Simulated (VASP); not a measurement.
## Pb: single point with PBEsol

Crystal: Pb.

```xyz
2
Lattice="2.7522 0.0000 0.0000 -1.3761 2.3834 0.0000 0.0000 0.0000 4.5422" Properties=species:S:1:pos:R:3 pbc="T T T"
Pb    0.0000    1.5890    1.1355
Pb    1.3761    0.7945    3.4066
```

This isn't the form of Pb at room conditions, which is fcc.

```json
{"Program": "VASP 6.6.1", "Task": "single point", "Functional": "PBEsol", "Potentials or basis": "VASP PAW PBE potentials, release 64 (Pb_d)", "Cutoff": "520 eV", "k mesh": "14 × 14 × 8", "Occupations": "fermi-dirac, width 0.05 eV", "Spin": "no spin polarisation"}
```

```
Pressure               : 184.1 GPa
Band gap on the k mesh : zero (bands 14 and 15 overlap by 11.93 eV)
```

Levels at points of the mesh, in eV from the Fermi level:
| k point | band 12 | band 13 | band 14 | band 15 | band 16 | band 17 |
| --- | --- | --- | --- | --- | --- | --- |
| (0.00, 0.00, 0.00) | -9.67 | -9.15 | 8.13 | 9.52 | 10.08 | 10.17 |
| (0.50, 0.00, 0.00) | -10.27 | -3.23 | -2.59 | -1.94 | 2.11 | 2.32 |
| (0.00, 0.00, 0.50) | -16.97 | 1.78 | 1.78 | 8.31 | 8.31 | 11.07 |
| (0.50, 0.00, 0.50) | -8.90 | -7.35 | -7.35 | 5.23 | 5.23 | 5.65 |

Run time: 32 s on 1 thread of AMD EPYC 9R45 96-Core Processor (Zen 5) (shared host), peak memory 0.15 GiB.

Caveat: the cell stands under pressure; the PAW data sets were made with another functional, which shifts forces and pressure a little; spin-orbit coupling is left out, which moves the levels of the heavy elements.
